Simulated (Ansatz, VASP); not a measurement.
**Si4Cl in VASP and in Ansatz**

```
Si Cl
1.0
    -2.35531    2.35531    5.15605
     2.35531   -2.35531    5.15605
     2.35531    2.35531   -5.15605
Si Cl
4 1
Direct
  0.37619 0.37619 0.00000
  0.62381 0.62381 0.00000
  0.50000 0.00000 0.50000
  0.00000 0.50000 0.50000
  0.00000 0.00000 0.00000
```

Change from the starting cell: species swapped into the PbF4 type (I4/mmm, No. 139).

Alike in both runs: functional PBE; k mesh 12 × 12 × 12; occupations gaussian, width 0.1 eV; no spin polarisation.

Ansatz relaxed the structure, and its values are those at the end. VASP's run is a single point on that final structure, the one shown.

```csv
,VASP,Ansatz
version,VASP 6.6.1,Ansatz 0.2.0
potentials or method,"VASP PAW PBE potentials, release 64 (Si, Cl), cutoff 520 eV","scalar-relativistic, plane waves, PAW"
valence electrons in the cell,23,23
```

```csv
,VASP,Ansatz,Ansatz less VASP
gap on the k mesh at the Fermi level (eV),none,none,-
pressure (GPa),0.0,0.0,+0.03
rms of the force components (eV/Å),0.004,0.000,-0.0044
```

A gap of «none» marks a metal or a gap that the smearing closes. With one functional, cell and mesh, what is left measures potentials, basis and numerics.
